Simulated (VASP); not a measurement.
Wanted: the native input for a VASP 6.6.1 run.

* Task: single point
* Functional: PBE
* Potentials or basis: VASP PAW PBE potentials, release 64 (Ge_d)
* Cutoff: 500 eV
* k mesh: 6 × 6 × 6
* Occupations: gaussian, width 0.01 eV
* Spin: no spin polarisation
* Dipole correction: no
* Further INCAR settings: ALGO = Normal; EDIFF = 1e-06; NBANDS = 21

The structure of Ge lies in POSCAR:

```
Ge
1.0
    0.0000000000      2.6886046341      2.6886046341
    2.6886046341      0.0000000000      2.6886046341
    2.6886046341      2.6886046341      0.0000000000
Ge
2
Direct
    0.5000000000      0.5000000000      0.5000000000
    0.7500000000      0.7500000000      0.7500000000
```

The input as run:

INCAR

```
SYSTEM = Ge
PREC = Accurate ; ENCUT = 500
EDIFF = 1E-6 ; ISMEAR = 0
SIGMA = 0.01 ; LREAL = .FALSE.
LASPH = .TRUE. ; NELM = 120
ALGO = Normal ; ISIF = 2
LWAVE = .FALSE. ; LCHARG = .TRUE.
GGA = PE ; LELF = .TRUE.
LVHAR = .TRUE. ; NBANDS = 21
GGA_COMPAT = .FALSE.
```

KPOINTS

```
regular mesh
0
G
  6 6 6
  0 0 0
```

Potentials or basis: VASP PAW PBE potentials, release 64 (Ge_d).

Launch:

```sh
$ cat potpaw_PBE.64/Ge_d/POTCAR > POTCAR
$ mpirun -np 1 vasp_std > vasp.out
```

It gave:

```
Pressure               : 19.8 GPa
Band gap on the k mesh : 0.44 eV (least direct gap 1.51 eV)
```

Caveat: the cell stands under pressure.

Run time: 9.6 s on 1 thread of AMD EPYC 7R13 Processor (Zen 3), with other jobs on the host, peak memory 0.12 GiB.
